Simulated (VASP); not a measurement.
# AlN (Cm) in VASP: a series of runs

AlN is run at these levels: r2SCAN; tasks: single point.

Everything below comes from runs of VASP 6.6.1. Logs are shortened: lines on timing, memory, paths and dates and some standing lists are left out, and cuts for length are marked.

## Step 1: The cell of the first run

It takes space group Cm (No. 8, monoclinic). The conventional cell has a = 5.350 Å, b = 3.089 Å, c = 15.157 Å, α = 90.00°, β = 93.37°, γ = 90.00°. Al (site symmetry m) has 4 N at 1.89 to 2.09 Å within 2.5 Å. Al (site symmetry m) has 4 N at 1.89 Å within 2.5 Å. Within 2.5 Å of Al (site symmetry m) lie 4 N at 1.89 Å. Within 2.5 Å of Al (site symmetry m) lie 4 N at 1.89 Å. Within 2.5 Å of Al (site symmetry m) lie 4 N at 1.89 Å. Within 2.5 Å of Al (site symmetry m) lie 4 N at 1.89 Å. Within 2.5 Å of N (site symmetry m) lie 4 Al at 1.89 Å. N (site symmetry m) has 4 Al at 1.89 Å within 2.5 Å.

## Step 2: Single point, r2SCAN

POSCAR reads:

```
AlN
1.0
    2.1839935596     -2.1839935596      0.0000000000
    2.1839935596      0.0000000000     -2.1839935596
   12.3758179048      6.9160524052      6.9160524052
Al N
6 6
Direct
    0.6146131933      0.6146131933      0.0624666667
   -0.7464701400     -0.7464701400      0.8958000000
    0.1423965267      0.1423965267      0.2291333333
    0.1979631933      0.1979631933      0.5624666667
   -0.3298201400     -0.3298201400      0.3958000000
   -0.2742534733     -0.2742534733      0.7291333333
    0.3021256933      0.3021256933      0.4374666667
    0.7743423600      0.7743423600      0.2708000000
   -0.1700909733     -0.1700909733      0.6041333333
   -0.1145243067     -0.1145243067      0.9374666667
   -0.6423076400     -0.6423076400      0.7708000000
    0.2465590267      0.2465590267      0.1041333333
```

INCAR.step1 reads:

```
PREC     = Accurate       # precision mode
ENCUT    = 520            # plane-wave cutoff, eV
ISMEAR   = 0              # smearing method
SIGMA    = 0.05           # smearing width, eV
LREAL    = False          # projectors in reciprocal space
LASPH    = True           # aspherical terms in the spheres
NELM     = 100            # most SCF steps
NBANDS   = 36             # bands
GGA      = PE             # functional
ALGO     = Normal         # electronic algorithm
EDIFF    = 1E-4           # SCF threshold, eV
LWAVE    = True           # write WAVECAR
LCHARG   = False          # write CHGCAR
```

INCAR.step2 reads:

```
PREC     = Accurate       # precision mode
ENCUT    = 520            # plane-wave cutoff, eV
EDIFF    = 1E-7           # SCF threshold, eV
ISMEAR   = 0              # smearing method
SIGMA    = 0.05           # smearing width, eV
LREAL    = False          # projectors in reciprocal space
LASPH    = True           # aspherical terms in the spheres
NELM     = 100            # most SCF steps
ALGO     = Normal         # electronic algorithm
ISIF     = 2              # what is computed and relaxed
LWAVE    = False          # write WAVECAR
LCHARG   = True           # write CHGCAR
METAGGA  = R2SCAN         # meta-GGA
LMIXTAU  = True         
LELF     = True           # ELF
LVHAR    = True         
NBANDS   = 36             # bands
ISTART   = 1
```

KPOINTS reads:

```
regular mesh
0
Gamma
  8 8 2
```

Potentials or basis: VASP PAW PBE potentials, release 64 (Al, N).

Launch:

```
> cat potpaw_PBE.64/Al/POTCAR potpaw_PBE.64/N/POTCAR > POTCAR
> cp INCAR.step1 INCAR
> mpirun -np 1 vasp_std > vasp.out
> cp INCAR.step2 INCAR
> mpirun -np 1 vasp_std > vasp.out
```

OUTCAR:

```text
PREC = Accurate
   ENCUT = 520
   EDIFF = 1E-7
   ISMEAR = 0
   LREAL = False
   LASPH = True
   NELM = 100
   ISIF = 2
   METAGGA = R2SCAN
   ISTART = 1

 ion  position               nearest neighbor table
   1  0.615  0.615  0.062-  12 1.89  12 1.89  12 1.89  10 2.09   2 2.96   2 2.96   3 3.09   3 3.09
                             3 3.09
   2  0.254  0.254  0.896-  11 1.89  10 1.89  10 1.89  10 1.89   1 2.96   1 2.96   6 3.09   6 3.09
                             6 3.09
   3  0.142  0.142  0.229-  12 1.89   8 1.89   8 1.89   8 1.89   1 3.09   1 3.09   1 3.09   5 3.09
                             5 3.09   5 3.09
   4  0.198  0.198  0.562-   9 1.89   9 1.89   9 1.89   7 1.89   6 3.09   6 3.09   6 3.09   5 3.09
                             5 3.09   5 3.09
   5  0.670  0.670  0.396-   8 1.89   7 1.89   7 1.89   7 1.89   4 3.09   4 3.09   3 3.09   3 3.09
                             4 3.09   3 3.09
   6  0.726  0.726  0.729-   9 1.89  11 1.89  11 1.89  11 1.89   4 3.09   4 3.09   4 3.09   2 3.09
                             2 3.09   2 3.09
   7  0.302  0.302  0.437-   4 1.89   5 1.89   5 1.89   5 1.89
   8  0.774  0.774  0.271-   5 1.89   3 1.89   3 1.89   3 1.89
   9  0.830  0.830  0.604-   4 1.89   4 1.89   4 1.89   6 1.89
  10  0.885  0.885  0.937-   2 1.89   2 1.89   2 1.89   1 2.09
  11  0.358  0.358  0.771-   2 1.89   6 1.89   6 1.89   6 1.89
  12  0.247  0.247  0.104-   1 1.89   1 1.89   1 1.89   3 1.89

  LATTYP: Found a base centered monoclinic cell.
 ALAT       =     5.3496698225
 B/A-ratio  =     0.5773502692
 C/A-ratio  =     2.8333352943
 COS(beta)  =    -0.0588352534

  Lattice vectors:

 A1 = (   2.1839935596,  -2.1839935596,   0.0000000000)
 A2 = (   2.1839935596,   0.0000000000,  -2.1839935596)
 A3 = (   8.0078307856,   9.1000459648,   9.1000459648)

Analysis of symmetry for initial positions (statically):
=====================================================================
 Subroutine PRICEL returns:
 Original cell was already a primitive cell.

 Routine SETGRP: Setting up the symmetry group for a
 base centered monoclinic supercell.

 Subroutine GETGRP returns: Found  2 space group operations
 (whereof  2 operations were pure point group operations)
 out of a pool of  4 trial point group operations.

The static configuration has the point symmetry C_1h.

Analysis of symmetry for dynamics (positions and initial velocities):
=====================================================================
 Subroutine PRICEL returns:
[... 134 lines left out ...]
   NFREE  =      0    steps in history (QN), initial steepest desc. (CG)
   ISIF   =      2    stress and relaxation
   ISYM   =      2    0-nonsym 1-usesym 2-fastsym
   POTIM  = 0.5000    time-step for ionic-motion
   TEBEG  =    0.0;   TEEND  =   0.0 temperature during run
   PSTRESS=    0.0 pullay stress
   NELECT =      48.0000    total number of electrons
   NUPDOWN=      -1.0000    fix difference up-down
   EMIN   =  10.00;   EMAX   =-10.00  energy-range for DOS
   EFERMI =   0.00;   METHOD = LEGACY
   ISMEAR =     0;   SIGMA  =   0.05  broadening in eV -4-tet -1-fermi 0-gaus
   EFERMI_NEDOS =   21; number of points for ismear=-14 and -15
   IALGO  =     38    algorithm
   IMIX   =      4    mixing-type and parameters
     AMIX     =   0.40;   BMIX     =  1.00
     AMIX_MAG =   1.60;   BMIX_MAG =  1.00
  volume/ion in A,a.u.               =      10.42        70.30
  Fermi-wavevector in a.u.,A,eV,Ry     =   1.189899  2.248583 19.263943  1.415860
  Thomas-Fermi vector in A             =   2.325996
   LORBIT       =      0    0 simple, 1 ext, 2 COOP (PROOUT), +10 PAW based schemes
   METAGGA = R2SCAN    functional components
   LHFCALC =     F    Hartree Fock is set to
   AEXX    =    0.0000 exact exchange contribution
   IVDW    =     0    specifies the selected vdW correction
   LEPSILON=     F    determine dielectric tensor
   LRPA    =     F    only Hartree local field effects (RPA)
 non-spin polarized calculation
 Gauss-broadening in eV      SIGMA  =   0.05
  energy-cutoff  :      520.00
  volume of cell :      125.01
 maximum number of plane-waves:      3394
   NGX = 11   NGY = 11   NGZ = 59

 number of electron      48.0000007 magnetization

 Free energy of the ion-electron system (eV)
  ---------------------------------------------------
  ext. energy  EPLUGINS =         0.00000000
  ---------------------------------------------------
  free energy    TOTEN  =      -114.43958097 eV

  energy without entropy =     -114.43958097  energy(sigma->0) =     -114.43958097

 E-fermi :   6.2508     XC(G=0): -11.4343

 val. band max:        5.9547499440   @ k =   0.0000   0.0000   0.0000
 cond. band min:       9.6429661521   @ k =   0.5000   0.5000  -0.0000
 fundamental gap:      3.6882162080
 Fermi energy:         6.2507974233

 k-point     1 :       0.0000    0.0000    0.0000
  band No.  band energies     occupation
      1     -10.0260      2.00000
      2      -9.6382      2.00000
      3      -9.5871      2.00000
      4      -8.6654      2.00000
      5      -8.6014      2.00000
      6      -7.9764      2.00000
[... 925 lines left out ...]
     35      16.9466      0.00000
     36      17.3442      0.00000

 [... further k-points ...]
[... 5 lines left out ...]
  --------------------------------------------------------------------------------------
  -------------------------------------------------------------------------------------
  Total       -0.7353681     -1.2358438     -1.2358438      1.5496331     -2.2138555      1.5496345
  in kB       -9.4249722    -15.8394053    -15.8394053     19.8611395    -28.3742608     19.8611568
  external PRESSURE =     -13.7012609 kB  Pullay stress =       0.0000000 kB

 VOLUME and BASIS-vectors are now :
 -----------------------------------------------------------------------------
  energy-cutoff  :      520.00
  volume of cell :      125.01
      direct lattice vectors                 reciprocal lattice vectors
     2.183993560 -2.183993560  0.000000000     0.120829874 -0.337046934  0.120829874
     2.183993560  0.000000000 -2.183993560     0.120829874  0.120829874 -0.337046934
    12.375817905  6.916052405  6.916052405     0.038156401  0.038156401  0.038156401

 POSITION                                       TOTAL-FORCE (eV/Angst)
 -----------------------------------------------------------------------------------
      3.45770     -0.91029     -0.91029         0.588513     -0.852164     -0.852164
     12.19367      5.64169      5.64169        -0.074963     -0.197601     -0.197601
      3.45770      1.27371      1.27371         0.034048      0.050512      0.050512
      7.82569      3.45770      3.45770         0.031362      0.025657      0.025657
      7.82569      1.27371      1.27371         0.029565      0.028677      0.028677
     12.19367      3.45770      3.45770         0.032129      0.028436      0.028436
      6.73369      2.36570      2.36570        -0.027884     -0.026124     -0.026124
      6.73369      0.18171      0.18171        -0.012973     -0.032264     -0.032264
     11.10168      2.36570      2.36570        -0.029777     -0.026217     -0.026217
     15.46966      4.54970      4.54970        -0.430878      0.872523      0.872523
     11.10168      4.54970      4.54970        -0.091759     -0.006410     -0.006410
      2.36570      0.18171      0.18171        -0.047384      0.134976      0.134976
 -----------------------------------------------------------------------------------
    total drift:                                0.037166      0.032695      0.032695

  FREE ENERGIE OF THE ION-ELECTRON SYSTEM (eV)
  ---------------------------------------------------
  free  energy   TOTEN  =      -114.4395809736 eV

  energy  without entropy=     -114.4395809736  energy(sigma->0) =     -114.43958097
```

OSZICAR.step1:

```text
N       E                     dE             d eps       ncg     rms          rms(c)
DAV:   1     0.177183727605E+03    0.17718E+03   -0.22204E+04  3024   0.120E+03
DAV:   2    -0.865938518395E+02   -0.26378E+03   -0.25005E+03  3928   0.245E+02
DAV:   3    -0.102487308614E+03   -0.15893E+02   -0.15797E+02  3880   0.627E+01
DAV:   4    -0.102651087769E+03   -0.16378E+00   -0.16360E+00  3800   0.718E+00
DAV:   5    -0.102653531416E+03   -0.24436E-02   -0.24431E-02  3744   0.878E-01    0.210E+01
DAV:   6    -0.884803032218E+02    0.14173E+02   -0.51569E+01  3664   0.315E+01    0.731E+00
DAV:   7    -0.885228819062E+02   -0.42579E-01   -0.18097E+00  3464   0.620E+00    0.510E+00
DAV:   8    -0.884814164710E+02    0.41465E-01   -0.16834E-01  3620   0.252E+00    0.761E-01
DAV:   9    -0.884740079395E+02    0.74085E-02   -0.34774E-02  3896   0.834E-01    0.362E-01
DAV:  10    -0.884755243731E+02   -0.15164E-02   -0.64534E-03  3728   0.376E-01    0.168E-01
DAV:  11    -0.884753419629E+02    0.18241E-03   -0.88580E-04  3700   0.164E-01    0.391E-02
DAV:  12    -0.884753477476E+02   -0.57847E-05   -0.98162E-05  1896   0.549E-02
   1 F= -.88475348E+02 E0= -.88475348E+02  d E =-.125253E-17
```

Wall time 6.6 min (1 thread of Intel Xeon 6975P-C (Granite Rapids), shared host); peak memory 0.33 GiB.

Results:

* Free energy: -114.4396 eV
* Pressure: -1.4 GPa
* Largest force: 1.341 eV/Å
* Band gap on the k mesh: 3.69 eV, indirect (least direct gap 4.06 eV)

Forces in eV/Å, atoms in the order of the input:
```
Al   0.589 -0.852 -0.852
Al  -0.075 -0.198 -0.198
Al   0.034  0.051  0.051
Al   0.031  0.026  0.026
Al   0.030  0.029  0.029
Al   0.032  0.028  0.028
N   -0.028 -0.026 -0.026
N   -0.013 -0.032 -0.032
N   -0.030 -0.026 -0.026
N   -0.431  0.873  0.873
N   -0.092 -0.006 -0.006
N   -0.047  0.135  0.135
```

Caveat: the PAW data sets were made with another functional, which shifts forces and pressure a little. r2SCAN opens gaps a little over a GGA but as a rule still falls short of measured ones.

## Step 3: Single point, r2SCAN

This run uses another cell than the first one, of the same volume but with other edges.

POSCAR reads:

```
AlN
1.0
    2.1839935596     -2.1839935596      0.0000000000
    2.1839935596      0.0000000000     -2.1839935596
    9.0998275654      8.5540475749      8.5540475749
Al N
6 6
Direct
    0.6614631933      0.6614631933      0.0624666667
   -0.0746201400     -0.0746201400      0.8958000000
    0.3142465267      0.3142465267      0.2291333333
    0.6198131933      0.6198131933      0.5624666667
   -0.0329701400     -0.0329701400      0.3958000000
    0.2725965267      0.2725965267      0.7291333333
    0.6302256933      0.6302256933      0.4374666667
    0.9774423600      0.9774423600      0.2708000000
    0.2830090267      0.2830090267      0.6041333333
    0.5885756933      0.5885756933      0.9374666667
   -0.0642076400     -0.0642076400      0.7708000000
    0.3246590267      0.3246590267      0.1041333333
```

INCAR.step1 reads:

```
PREC = Accurate
ENCUT = 520
ISMEAR = 0
SIGMA = 0.05
LREAL = F
LASPH = T
NELM = 80
NBANDS = 36
GGA = PE
ALGO = Normal
EDIFF = 1E-4
LWAVE = T
LCHARG = F
```

INCAR.step2 reads:

```
PREC = Accurate
ENCUT = 520
EDIFF = 1E-6
ISMEAR = 0
SIGMA = 0.05
LREAL = F
LASPH = T
NELM = 80
ALGO = Normal
ISIF = 2
LWAVE = F
LCHARG = F
METAGGA = R2SCAN
LMIXTAU = T
NBANDS = 36
ISTART = 1
```

KPOINTS reads:

```
Automatic mesh
0
Gamma
  8 8 2
```

Potentials or basis: VASP PAW PBE potentials, release 64 (Al, N).

Launch:

```
> cat potpaw_PBE.64/Al/POTCAR potpaw_PBE.64/N/POTCAR > POTCAR
> cp INCAR.step1 INCAR
> mpirun -np 1 vasp_std > vasp.out
> cp INCAR.step2 INCAR
> mpirun -np 1 vasp_std > vasp.out
```

It took 5.9 min on 1 thread of Intel Xeon 6975P-C (Granite Rapids), shared host; peak memory 0.34 GiB.

Results (log left out):

* Free energy: -114.8183 eV
* Pressure: -0.4 GPa
* Largest force: 1.032 eV/Å
* Band gap on the k mesh: 3.68 eV, indirect (least direct gap 4.12 eV)

Forces in eV/Å, atoms in the order of the input:
```
Al  -0.848  0.266  0.266
Al   0.015 -0.211 -0.211
Al  -0.006  0.039  0.039
Al   0.011  0.011  0.011
Al   0.009  0.012  0.012
Al   0.006  0.014  0.014
N   -0.010 -0.010 -0.010
N   -0.021 -0.003 -0.003
N   -0.007 -0.011 -0.011
N    0.970 -0.249 -0.249
N    0.020 -0.030 -0.030
N   -0.139  0.171  0.171
```

Stress tensor (GPa, compression positive):
```
-3.37 -0.76 -0.76
-0.76  1.15  2.43
-0.76  2.43  1.15
```

Levels at points of the mesh, in eV from the valence-band top:
```
           k point  band 21  band 22  band 23  band 24  band 25  band 26  band 27  band 28
(0.00, 0.00, 0.00)    -0.31    -0.25    -0.24     0.00     4.61     6.01     6.12     7.50
(0.50, 0.00, 0.00)    -1.13    -1.07    -0.77    -0.44     3.68     5.07     5.09     7.51
(0.50, 0.50, 0.00)    -1.11    -1.08    -0.82    -0.71     3.78     5.08     5.16     7.48
(0.00, 0.00, 0.50)    -0.32    -0.25    -0.23    -0.12     5.04     5.16     6.89     6.99
(0.50, 0.00, 0.50)    -1.03    -1.01    -0.80    -0.57     4.06     4.12     6.30     6.36
(0.50, 0.50, 0.50)    -1.28    -1.01    -0.83    -0.80     4.13     4.21     6.26     6.37
```

Caveat: the PAW data sets were made with another functional, which shifts forces and pressure a little.

[end of part 1 of 2]
